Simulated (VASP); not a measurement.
# BaTiO3 in VASP: further runs

BaTiO3 is run at these levels: PBEsol; tasks: single point.

All numbers are computed with VASP 6.6.1; they aren't measurements. Logs are shortened: lines on timing, memory, paths and dates and some standing lists are left out, and cuts for length are marked.

### Step 1. The cell of the first run

The cell holds a slab with vacuum, 15 atoms: a = 3.970 Å, b = 3.970 Å, c = 24.925 Å, α = 90.00°, β = 90.00°, γ = 90.00°.

### Step 2. Single point, PBEsol

Contents of INCAR:

```
SYSTEM = BaTiO3
  ALGO = Normal
  DIPOL = 0.5 0.5 0.508
  EDIFF = 1E-7
  ENCUT = 520
  GGA = PS
  IDIPOL = 3
  ISIF = 2
  ISMEAR = 0
  LASPH = .True.
  LCHARG = .False.
  LDIPOL = .True.
  LREAL = Auto
  LWAVE = .False.
  NBANDS = 73
  NELM = 100
  PREC = Accurate
  SIGMA = 0.05
```

Contents of KPOINTS:

```
k-points
0
Gamma
  7 7 1
  0 0 0
```

Contents of POSCAR:

```
BaTiO3
1.0
    3.9698693943      0.0000000000      0.0000000000
    0.0000000000      3.9698693943      0.0000000000
    0.0000000000      0.0000000000     24.9246734857
Ba O Ti
3 9 3
Direct
    0.5000000000      0.5000000000      0.3050598768
    0.5000000000      0.5000000000      0.4621022153
    0.5000000000      0.5000000000      0.6239560671
    0.0000000000      0.0000000000      0.3022659833
    0.5000000000      0.0000000000      0.3790929253
    0.0000000000      0.5000000000      0.3790929253
    0.0000000000      0.0000000000      0.4605220783
    0.5000000000      0.0000000000      0.5395075048
    0.0000000000      0.5000000000      0.5395075048
    0.0000000000      0.0000000000      0.6199954055
    0.5000000000      0.0000000000      0.6986838434
    0.0000000000      0.5000000000      0.6986838434
    0.0000000000      0.0000000000      0.3780868470
    0.0000000000      0.0000000000      0.5385482636
    0.0000000000      0.0000000000      0.6943507263
```

Potentials or basis: VASP PAW PBE potentials, release 64 (Ba_sv, O, Ti_sv).

Launch:

```bash
cat potpaw_PBE.64/Ba_sv/POTCAR potpaw_PBE.64/O/POTCAR potpaw_PBE.64/Ti_sv/POTCAR > POTCAR
mpirun -np 1 vasp_std > vasp.out
```

OUTCAR:

```text
SYSTEM = BaTiO3
   EDIFF = 1E-7
   ENCUT = 520
   GGA = PS
   ISIF = 2
   ISMEAR = 0
   LASPH = .True.
   LREAL = Auto
   NELM = 100
   PREC = Accurate

 ion  position               nearest neighbor table
   1  0.500  0.500  0.305-   5 2.71   6 2.71   5 2.71   6 2.71   4 2.81   4 2.81   4 2.81   4 2.81
                            13 3.35  13 3.35  13 3.35  13 3.35   2 3.91
   2  0.500  0.500  0.462-   8 2.77   9 2.77   8 2.77   9 2.77   7 2.81   7 2.81   7 2.81   7 2.81
                             6 2.87   5 2.87   6 2.87   5 2.87  14 3.39  14 3.39  14 3.39  14 3.39
   3  0.500  0.500  0.624-  11 2.72  12 2.72  11 2.72  12 2.72  10 2.81  10 2.81  10 2.81  10 2.81
                             9 2.89   8 2.89   9 2.89   8 2.89  15 3.31  15 3.31  15 3.31  15 3.31
   4  0.000  0.000  0.302-  13 1.89   1 2.81   1 2.81   1 2.81   1 2.81
   5  0.500  0.000  0.379-  13 1.99  13 1.99   1 2.71   1 2.71   2 2.87   2 2.87
   6  0.000  0.500  0.379-  13 1.99  13 1.99   1 2.71   1 2.71   2 2.87   2 2.87
   7  0.000  0.000  0.461-  14 1.94  13 2.05   2 2.81   2 2.81   2 2.81   2 2.81
   8  0.500  0.000  0.540-  14 1.99  14 1.99   2 2.77   2 2.77   3 2.89   3 2.89
   9  0.000  0.500  0.540-  14 1.99  14 1.99   2 2.77   2 2.77   3 2.89   3 2.89
  10  0.000  0.000  0.620-  15 1.85  14 2.03   3 2.81   3 2.81   3 2.81   3 2.81
  11  0.500  0.000  0.699-  15 1.99  15 1.99   3 2.72   3 2.72
  12  0.000  0.500  0.699-  15 1.99  15 1.99   3 2.72   3 2.72
  13  0.000  0.000  0.378-   4 1.89   5 1.99   6 1.99   6 1.99   5 1.99   7 2.05   1 3.35   1 3.35
                             1 3.35   1 3.35   2 3.50   2 3.50   2 3.50   2 3.50
  14  0.000  0.000  0.539-   7 1.94   8 1.99   9 1.99   9 1.99   8 1.99  10 2.03   2 3.39   2 3.39
                             2 3.39   2 3.39   3 3.52   3 3.52   3 3.52   3 3.52
  15  0.000  0.000  0.694-  10 1.85  11 1.99  12 1.99  12 1.99  11 1.99   3 3.31   3 3.31   3 3.31
                             3 3.31

  LATTYP: Found a simple tetragonal cell.
 ALAT       =     3.9698693943
 C/A-ratio  =     6.2784618359

  Lattice vectors:

 A1 = (   3.9698693943,   0.0000000000,   0.0000000000)
 A2 = (   0.0000000000,   3.9698693943,   0.0000000000)
 A3 = (   0.0000000000,   0.0000000000,  24.9246734857)

Analysis of symmetry for initial positions (statically):
=====================================================================
 Subroutine PRICEL returns:
 Original cell was already a primitive cell.

 Routine SETGRP: Setting up the symmetry group for a
 simple tetragonal supercell.

 Subroutine GETGRP returns: Found  8 space group operations
 (whereof  8 operations were pure point group operations)
 out of a pool of 16 trial point group operations.

The static configuration has the point symmetry C_4v.

Analysis of symmetry for dynamics (positions and initial velocities):
=====================================================================
 Subroutine PRICEL returns:
 Original cell was already a primitive cell.

 Routine SETGRP: Setting up the symmetry group for a
 simple tetragonal supercell.

 Subroutine GETGRP returns: Found  8 space group operations
 (whereof  8 operations were pure point group operations)
 out of a pool of 16 trial point group operations.

The dynamic configuration has the point symmetry C_4v.

 Subroutine INISYM returns: Found  8 space group operations
 (whereof  8 operations are pure point group operations),
 and found     1 'primitive' translations

----------------------------------------------------------------------------------------

                                     Primitive cell

  volume of cell :     392.8094

  direct lattice vectors                    reciprocal lattice vectors
     3.969869394  0.000000000  0.000000000     0.251897456  0.000000000  0.000000000
     0.000000000  3.969869394  0.000000000     0.000000000  0.251897456  0.000000000
     0.000000000  0.000000000 24.924673486     0.000000000  0.000000000  0.040120887

  length of vectors
     3.969869394  3.969869394 24.924673486     0.251897456  0.251897456  0.040120887

  position of ions in fractional coordinates (direct lattice)
     0.500000000  0.500000000  0.305059877
     0.500000000  0.500000000  0.462102215
     0.500000000  0.500000000  0.623956067
     0.000000000  0.000000000  0.302265983
     0.500000000  0.000000000  0.379092925
     0.000000000  0.500000000  0.379092925
     0.000000000  0.000000000  0.460522078
     0.500000000  0.000000000  0.539507505
     0.000000000  0.500000000  0.539507505
     0.000000000  0.000000000  0.619995405
     0.500000000  0.000000000  0.698683843
     0.000000000  0.500000000  0.698683843
     0.000000000  0.000000000  0.378086847
     0.000000000  0.000000000  0.538548264
     0.000000000  0.000000000  0.694350726

  ion indices of the primitive-cell ions
   primitive index   ion index
                 1           1
                 2           2
                 3           3
                 4           4
                 5           5
                 6           6
                 7           7
                 8           8
                 9           9
                10          10
                11          11
                12          12
                13          13
                14          14
                15          15

----------------------------------------------------------------------------------------

 KPOINTS: k-points

Automatic generation of k-mesh.
 Grid dimensions read from file:
 generate k-points for:    7    7    1

 Generating k-lattice:

  Cartesian coordinates                     Fractional coordinates (reciprocal lattice)
     0.035985351  0.000000000  0.000000000     0.142857143  0.000000000  0.000000000
     0.000000000  0.035985351  0.000000000     0.000000000  0.142857143  0.000000000
     0.000000000  0.000000000  0.040120887     0.000000000  0.000000000  1.000000000

  Length of vectors
     0.035985351  0.035985351  0.040120887

  Shift w.r.t. Gamma in fractional coordinates (k-lattice)
     0.000000000  0.000000000  0.000000000

 Subroutine IBZKPT returns following result:
 ===========================================

 Found     10 irreducible k-points:

 Following reciprocal coordinates:
            Coordinates               Weight
  0.000000  0.000000  0.000000      1.000000
  0.142857  0.000000  0.000000      4.000000
  0.285714  0.000000  0.000000      4.000000
  0.428571  0.000000  0.000000      4.000000
  0.142857  0.142857  0.000000      4.000000
  0.285714  0.142857  0.000000      8.000000
  0.428571  0.142857  0.000000      8.000000
  0.285714  0.285714  0.000000      4.000000
  0.428571  0.285714  0.000000      8.000000
  0.428571  0.428571  0.000000      4.000000
   k-points           NKPTS =     10   k-points in BZ     NKDIM =     10   number of bands    NBANDS=     73
   number of dos      NEDOS =    301   number of ions     NIONS =     15
   total plane-waves  NPLWV = 172800
   dimension x,y,z NGX =    30 NGY =   30 NGZ =  192
   dimension x,y,z NGXF=    60 NGYF=   60 NGZF=  384
   ions per type =               3   9   3
   NGX,Y,Z   is equivalent  to a cutoff of  12.56, 12.56, 12.81 a.u.
   NGXF,Y,Z  is equivalent  to a cutoff of  25.13, 25.13, 25.61 a.u.
 SYSTEM =  BaTiO3
   PREC   = accura    normal or accurate (medium, high low for compatibility)
   ISTART =      0    job   : 0-new  1-cont  2-samecut
   ICHARG =      2    charge: 1-file 2-atom 10-const
   ISPIN  =      1    spin polarized calculation?
   LNONCOLLINEAR =      F non collinear calculations
   LSORBIT =      F    spin-orbit coupling
   LASPH  =      T    aspherical Exc in radial PAW
   ENCUT  =  520.0 eV  38.22 Ry    6.18 a.u.   7.38  7.38 46.34*2*pi/ulx,y,z
   NELM   =    100;   NELMIN=  2; NELMDL= -5     # of ELM steps
   EDIFF  = 0.1E-06   stopping-criterion for ELM
   LREAL  =      T    real-space projection
   EDIFFG = 0.1E-05   stopping-criterion for IOM
   NSW    =      0    number of steps for IOM
   IBRION =     -1    ionic relax: 0-MD 1-quasi-New 2-CG
   NFREE  =      0    steps in history (QN), initial steepest desc. (CG)
   ISIF   =      2    stress and relaxation
   ISYM   =      2    0-nonsym 1-usesym 2-fastsym
   POTIM  = 0.5000    time-step for ionic-motion
   TEBEG  =    0.0;   TEEND  =   0.0 temperature during run
   PSTRESS=    0.0 pullay stress
   NELECT =     120.0000    total number of electrons
   NUPDOWN=      -1.0000    fix difference up-down
   EMIN   =  10.00;   EMAX   =-10.00  energy-range for DOS
   EFERMI =   0.00;   METHOD = LEGACY
   ISMEAR =     0;   SIGMA  =   0.05  broadening in eV -4-tet -1-fermi 0-gaus
   EFERMI_NEDOS =   21; number of points for ismear=-14 and -15
   IALGO  =     38    algorithm
   IMIX   =      4    mixing-type and parameters
     AMIX     =   0.40;   BMIX     =  1.00
     AMIX_MAG =   1.60;   BMIX_MAG =  1.00
  volume/ion in A,a.u.               =      26.19       176.72
  Fermi-wavevector in a.u.,A,eV,Ry     =   1.102574  2.083564 16.540201  1.215671
  Thomas-Fermi vector in A             =   2.239019
   LORBIT       =      0    0 simple, 1 ext, 2 COOP (PROOUT), +10 PAW based schemes
   GGA     = PS    functional components
   LHFCALC =     F    Hartree Fock is set to
   AEXX    =    0.0000 exact exchange contribution
   IVDW    =     0    specifies the selected vdW correction
   LEPSILON=     F    determine dielectric tensor
   LRPA    =     F    only Hartree local field effects (RPA)
 non-spin polarized calculation
 Gauss-broadening in eV      SIGMA  =   0.05
  energy-cutoff  :      520.00
  volume of cell :      392.81
 maximum number of plane-waves:     10661
 NGX is ok and might be reduce to    30
   NGX = 15   NGY = 15   NGZ = 93

 dipolmoment           0.000000      0.000000     -0.019088 electrons x Angstroem

 number of electron     119.9999954 magnetization

 dipolmoment           0.000000      0.000000      0.326176 electrons x Angstroem

 Free energy of the ion-electron system (eV)
  ---------------------------------------------------
  ext. energy  EPLUGINS =         0.00000000
  ---------------------------------------------------
  free energy    TOTEN  =      -123.87277951 eV

  energy without entropy =     -123.87277951  energy(sigma->0) =     -123.87277951

 E-fermi :   0.6044     XC(G=0):  -6.1049

 val. band max:        0.3679753035   @ k =   0.4286   0.4286   0.0000
 cond. band min:       0.8257296432   @ k =   0.0000   0.0000   0.0000
 fundamental gap:      0.4577543397
 Fermi energy:         0.6043729189

 k-point     1 :       0.0000    0.0000    0.0000
  band No.  band energies     occupation
      1     -57.1044      2.00000
      2     -56.9321      2.00000
      3     -56.4389      2.00000
      4     -33.4830      2.00000
      5     -33.4830      2.00000
      6     -33.4482      2.00000
[... 64 lines left out ...]
     71       3.1798      0.00000
     72       3.3417      0.00000
[... 673 lines left out ...]
     71       4.1605      0.00000
     72       4.3227      0.00000
 [bands above 72 left out]

------------------------ aborting loop because EDIFF is reached ----------------------------------------

 vacuum level on the upper side and lower side of the slab       (xc-potential included)         1.825        -1.842

  FORCE on cell =-STRESS in cart. coord.  units (eV):
  Direction    XX          YY          ZZ          XY          YZ          ZX
  --------------------------------------------------------------------------------------
  -------------------------------------------------------------------------------------
  Total       -2.0185790     -2.0185790      2.1370668      0.0000000      0.0000000      0.0000000
  in kB       -8.2333091     -8.2333091      8.7165927      0.0000000      0.0000000      0.0000000
  external PRESSURE =      -2.5833419 kB  Pullay stress =       0.0000000 kB

 VOLUME and BASIS-vectors are now :
 -----------------------------------------------------------------------------
  energy-cutoff  :      520.00
  volume of cell :      392.81
      direct lattice vectors                 reciprocal lattice vectors
     3.969869394  0.000000000  0.000000000     0.251897456  0.000000000  0.000000000
     0.000000000  3.969869394  0.000000000     0.000000000  0.251897456  0.000000000
     0.000000000  0.000000000 24.924673486     0.000000000  0.000000000  0.040120887

 POSITION                                       TOTAL-FORCE (eV/Angst)
 -----------------------------------------------------------------------------------
      1.98493      1.98493      7.60352        -0.000000     -0.000000     -0.233042
      1.98493      1.98493     11.51775         0.000000      0.000000     -0.043740
      1.98493      1.98493     15.55190         0.000000     -0.000000     -0.079473
      0.00000      0.00000      7.53388         0.000000     -0.000000     -0.083772
      1.98493      0.00000      9.44877         0.000000     -0.000000      0.043397
      0.00000      1.98493      9.44877        -0.000000      0.000000      0.043397
      0.00000      0.00000     11.47836         0.000000     -0.000000     -0.020662
      1.98493      0.00000     13.44705         0.000000     -0.000000      0.028264
      0.00000      1.98493     13.44705         0.000000     -0.000000      0.028264
      0.00000      0.00000     15.45318         0.000000     -0.000000     -0.070396
      1.98493      0.00000     17.41447         0.000000     -0.000000      0.096304
      0.00000      1.98493     17.41447         0.000000     -0.000000      0.096304
      0.00000      0.00000      9.42369         0.000000     -0.000000      0.047293
      0.00000      0.00000     13.42314         0.000000     -0.000000      0.042392
      0.00000      0.00000     17.30647         0.000000      0.000000      0.105470
 -----------------------------------------------------------------------------------
    total drift:                                0.000000      0.000000     -0.008313

  FREE ENERGIE OF THE ION-ELECTRON SYSTEM (eV)
  ---------------------------------------------------
  free  energy   TOTEN  =      -123.8727795135 eV

  energy  without entropy=     -123.8727795135  energy(sigma->0) =     -123.87277951

 vacuum level on the upper side and lower side of the slab         5.994         2.249
```

It took 27 min on 1 thread of Intel Xeon Platinum 8375C at 2.90GHz (Ice Lake), shared host; peak memory 0.51 GiB.

What came out:

* Free energy: -123.8728 eV
* Largest force: 0.233 eV/Å
* Band gap on the k mesh: 0.46 eV (least direct gap 1.04 eV)

Forces on the atoms (eV/Å):
```
Ba   0.000  0.000 -0.233
Ba   0.000  0.000 -0.044
Ba   0.000  0.000 -0.079
O    0.000  0.000 -0.084
O    0.000  0.000  0.043
O    0.000  0.000  0.043
O    0.000  0.000 -0.021
O    0.000  0.000  0.028
O    0.000  0.000  0.028
O    0.000  0.000 -0.070
O    0.000  0.000  0.096
O    0.000  0.000  0.096
Ti   0.000  0.000  0.047
Ti   0.000  0.000  0.042
Ti   0.000  0.000  0.105
```

Levels at points of the mesh, in eV from the valence-band top:
| k point | band 57 | band 58 | band 59 | band 60 | band 61 | band 62 | band 63 | band 64 |
| --- | --- | --- | --- | --- | --- | --- | --- | --- |
| (0.00, 0.00, 0.00) | -1.39 | -1.39 | -0.58 | -0.58 | 0.46 | 0.84 | 1.07 | 1.07 |

Caveat: the PAW data sets were made with another functional, which shifts forces and pressure a little; spin-orbit coupling is left out, which moves the levels of the heavy elements.

### Step 3. Single point, PBEsol, collinear spin

Contents of INCAR:

```
SYSTEM = BaTiO3
  PREC = Accurate
  ENCUT = 520
  EDIFF = 1E-6
  ISMEAR = 0
  SIGMA = 0.05
  LREAL = .FALSE.
  LASPH = .TRUE.
  NELM = 200
  ALGO = Normal
  ISIF = 2
  LWAVE = .FALSE.
  LCHARG = .TRUE.
  ISPIN = 2
  MAGMOM = 1 0 0 1 0 0 0 0 0 0 1 1 0 0 1
  LORBIT = 11
  LMAXMIX = 4
  LDIPOL = .TRUE.
  IDIPOL = 3
  DIPOL = 0.5 0.5 0.508
  GGA = PS
  LELF = .TRUE.
  LVHAR = .TRUE.
  LVACPOTAV = .TRUE.
  NBANDS = 77
  GGA_COMPAT = .FALSE.
  NELMDL = -8
```

Contents of KPOINTS:

```
Automatic mesh
0
G
  7 7 1
  0 0 0
```

Contents of POSCAR:

```
BaTiO3
1.0
    3.9698693943      0.0000000000      0.0000000000
    0.0000000000      3.9698693943      0.0000000000
    0.0000000000      0.0000000000     24.9246734857
Ba O Ti
3 9 3
Direct
    0.5000000000      0.5000000000      0.3009066500
    0.5000000000      0.5000000000      0.4601813300
    0.5000000000      0.5000000000      0.6194560100
    0.0000000000      0.0000000000      0.3009066500
    0.5000000000      0.0000000000      0.3805439900
    0.0000000000      0.5000000000      0.3805439900
    0.0000000000      0.0000000000      0.4601813300
    0.5000000000      0.0000000000      0.5398186700
    0.0000000000      0.5000000000      0.5398186700
    0.0000000000      0.0000000000      0.6194560100
    0.5000000000      0.0000000000      0.6990933500
    0.0000000000      0.5000000000      0.6990933500
    0.0000000000      0.0000000000      0.3805439900
    0.0000000000      0.0000000000      0.5398186700
    0.0000000000      0.0000000000      0.6990933500
```

Potentials or basis: VASP PAW PBE potentials, release 64 (Ba_sv, O, Ti_sv).

Launch:

```bash
cat potpaw_PBE.64/Ba_sv/POTCAR potpaw_PBE.64/O/POTCAR potpaw_PBE.64/Ti_sv/POTCAR > POTCAR
mpirun -np 1 vasp_std > vasp.out
```

Wall time 30 min (1 thread of Oxide Virtual Turin-like, shared host); peak memory 0.78 GiB.

Results (log left out):

| Quantity | Value |
| --- | --- |
| Free energy | -123.6231 eV |
| Largest force | 2.267 eV/Å |
| Band gap on the k mesh | 0.95 eV (least direct gap 1.54 eV) |
| Net moment | 0.00 μB per cell |
| Valence electrons inside the program's atomic spheres | Ba 7.93, 8.00, 7.99; O 4.94, 5.02, 5.01, 4.97 (each value once); Ti 10.26, 10.24, 10.14 |

Forces on the atoms (eV/Å):
```
Ba   0.000  0.000  0.512
Ba   0.000  0.000  0.162
Ba   0.000  0.000  0.784
O    0.000  0.000  0.375
O    0.000  0.000 -0.165
O    0.000  0.000 -0.165
O    0.000  0.000  0.255
O    0.000  0.000 -0.072
O    0.000  0.000 -0.072
O    0.000  0.000  0.854
O    0.000  0.000  0.502
O    0.000  0.000  0.502
Ti   0.000  0.000 -1.063
Ti   0.000  0.000 -0.141
Ti   0.000  0.000 -2.267
```

Levels at points of the mesh, in eV from the valence-band top:
Spin up:
```
           k point  band 57  band 58  band 59  band 60  band 61  band 62  band 63  band 64
(0.00, 0.00, 0.00)    -1.07    -1.07    -0.58    -0.58     0.95     1.05     1.18     1.18
```
Spin down:
```
           k point  band 56  band 57  band 58  band 59  band 60  band 61  band 62  band 63  band 64  band 65
(0.00, 0.00, 0.00)    -1.35    -1.07    -1.07    -0.58    -0.58     0.95     1.05     1.18     1.18     1.45
```

Caveat: the PAW data sets were made with another functional, which shifts forces and pressure a little; spin-orbit coupling is left out, which moves the levels of the heavy elements.
